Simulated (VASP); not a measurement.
A run of VASP 6.6.1:

File INCAR:

```
PREC     = Accurate       # precision mode
ENCUT    = 520            # plane-wave cutoff, eV
EDIFF    = 1E-6           # SCF threshold, eV
ISMEAR   = 0              # smearing method
SIGMA    = 0.05           # smearing width, eV
LREAL    = False          # projectors in reciprocal space
LASPH    = True           # aspherical terms in the spheres
NELM     = 100            # most SCF steps
ALGO     = Normal         # electronic algorithm
ISIF     = 2              # what is computed and relaxed
LWAVE    = False          # write WAVECAR
LCHARG   = True           # write CHGCAR
GGA      = PE             # functional
LELF     = True           # ELF
LVHAR    = True         
NBANDS   = 11             # bands
```

File KPOINTS:

```
regular mesh
0
Gamma
  8 8 8
```

Contents of POSCAR:

```
MgS
1.0
    0.0000000000      2.6666912500      2.5366087500
    2.6666912500      0.0000000000      2.5366087500
    2.6666912500      2.6666912500      0.0000000000
Mg S
1 1
Direct
    0.0000000000      0.0000000000      0.0000000000
    0.5000000000      0.5000000000      0.5000000000
```

Potentials or basis: VASP PAW PBE potentials, release 64 (Mg, S).

Run with:

```bash
$ cat potpaw_PBE.64/Mg/POTCAR potpaw_PBE.64/S/POTCAR > POTCAR
$ mpirun -np 1 vasp_std > vasp.out
```

Hardware: 1 thread of Intel(R) Xeon(R) 6975P-C (Granite Rapids) (shared host).

Q: Estimate the wall time of this run.

A: Wall time 11 s on 1 thread of Intel(R) Xeon(R) 6975P-C (Granite Rapids), with other jobs on the host, peak memory 0.17 GiB. Counts: scf iterations 12, k points 59.
